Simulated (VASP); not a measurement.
Si2Bi2Te:

```
Si Bi Te
1.0
    -3.34608    3.34608    3.44336
     3.34608   -3.34608    3.44336
     3.34608    3.34608   -3.44336
Si Bi Te
2 2 1
Cartesian
  0.0000 0.0000 5.5168
  0.0000 0.0000 1.3699
  0.0000 3.3461 0.0000
  3.3461 0.0000 0.0000
  0.0000 0.0000 3.4434
```

```yaml
Program: VASP 6.6.1
Task: relaxation of cell and atoms
Functional: PBE
Potentials_or_basis: VASP PAW PBE potentials, release 64 (Si, Bi_d, Te)
Cutoff: 600 eV
k_mesh: 4 × 4 × 4
Occupations: gaussian, width 0.1 eV
Spin: no spin polarisation
```

At the start: pressure 11.5 GPa; volume 30.84 Å³/atom.

Problem. How do energy, volume and symmetry change on relaxing?

Solution. Over 10 steps the energy falls by 1083.7 meV/atom and the volume is 30.13 Å³/atom (-2.3 %); space group I4/mmm (No. 139, to 0.05 Å).

Step by step:
```csv
step,energy change (eV),largest force (eV/Å),pressure (GPa),volume (Å³)
1,0.0000,10.4826,11.50,154.21
2,-4.1186,0.5201,-5.65,199.31
3,-4.7503,1.3184,-5.67,177.54
4,-4.7641,1.4237,-5.51,176.55
5,-4.7657,1.7559,-4.95,173.85
6,-4.7705,1.6846,-5.04,174.39
7,-5.4044,0.2726,-0.59,152.92
8,-5.4118,0.0112,0.09,150.78
9,-5.4178,0.0026,0.00,150.69
10,-5.4184,0.0029,-0.04,150.65
```

Final structure:
```xyz
5
Lattice="-3.0990 3.0990 3.9218 3.0990 -3.0990 3.9218 3.0990 3.0990 -3.9218" Properties=species:S:1:pos:R:3 pbc="T T T"
Si    0.0000    0.0000    6.7173
Si    0.0000    0.0000    1.1262
Bi    0.0000    3.0990    0.0000
Bi    3.0990    0.0000    0.0000
Te    0.0000    0.0000    3.9218
```
